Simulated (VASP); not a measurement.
BeS: single point with PBEsol

BeS:

```
CELL_PARAMETERS angstrom
0.00000 2.45086 2.45086
2.45086 0.00000 2.45086
2.45086 2.45086 0.00000
ATOMIC_POSITIONS crystal
Be 0.00000 0.00000 0.00000
S 0.75000 0.75000 0.75000
```

This cell differs from its parent crystal: volume scaled by 1.04.

```json
{
  "Program": "VASP 6.6.1",
  "Task": "single point",
  "Functional": "PBEsol",
  "Potentials or basis": "VASP PAW PBE potentials, release 64 (Be, S)",
  "Cutoff": "600 eV",
  "k mesh": "8 × 8 × 8",
  "Occupations": "gaussian, width 0.05 eV",
  "Spin": "no spin polarisation",
  "Dipole correction": "no",
  "Further INCAR settings": "ALGO = Normal; EDIFF = 1e-06; NBANDS = 11"
}
```

| Item | Value |
| --- | --- |
| Pressure | -3.4 GPa |
| Band gap on the k mesh | 3.00 eV, indirect (least direct gap 5.44 eV) |

Levels at points of the mesh, in eV from the valence-band top:
| k point | band 1 | band 2 | band 3 | band 4 | band 5 | band 6 | band 7 | band 8 | band 9 |
| --- | --- | --- | --- | --- | --- | --- | --- | --- | --- |
| (0.00, 0.00, 0.00) | -13.51 | 0.00 | 0.00 | 0.00 | 5.44 | 5.62 | 5.62 | 5.62 | 12.73 |
| (0.50, 0.00, 0.00) | -11.96 | -5.66 | -1.00 | -1.00 | 5.26 | 6.49 | 6.49 | 10.83 | 14.74 |
| (0.50, 0.50, 0.00) | -11.44 | -4.91 | -2.56 | -2.56 | 3.00 | 4.84 | 12.49 | 12.49 | 14.99 |

Wall time 17 s on 1 thread of Intel Xeon 8259CL, with other jobs on the host, peak memory 0.15 GiB.

Caveat: the PAW data sets were made with another functional, which shifts forces and pressure a little. A k mesh can miss the band edges.
